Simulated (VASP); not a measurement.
Here is a VASP 6.6.1 calculation.

File INCAR:

```
ALGO = Fast
EDIFF = 1E-6
EDIFFG = -0.01
ENCUT = 600
GGA = PE
IBRION = 2
ISIF = 3
ISMEAR = -1
LASPH = True
LCHARG = False
LREAL = False
LWAVE = False
NELM = 100
NSW = 60
PREC = Accurate
PSTRESS = 50.0
SIGMA = 0.05
```

File KPOINTS:

```
k-points
0
Gamma
  9 9 9
```

Contents of POSCAR:

```
Sn
1.0
   -2.9401404553      2.9401404553      1.5993019889
    2.9401404553     -2.9401404553      1.5993019889
    2.9401404553      2.9401404553     -1.5993019889
Sn
2
Direct
    0.0000000000      0.0000000000      0.0000000000
    0.7500000000      0.2500000000      0.5000000000
```

Potentials or basis: VASP PAW PBE potentials, release 64 (Sn_d).

The run is started by

```bash
$ cat potpaw_PBE.64/Sn_d/POTCAR > POTCAR
$ mpirun -np 1 vasp_std > vasp.out
```

(1) What does it give for the band gap on the k mesh?

(2) Estimate the space group after relaxing (to 0.1 Å).

## Answers

(1) zero (bands 14 and 15 overlap by 4.18 eV).

(2) I4_1/amd (No. 141).

Caveat: the cell is relaxed towards a set pressure, so the run minimises the enthalpy, not the energy; spin-orbit coupling is left out, which moves the levels of the heavy elements.
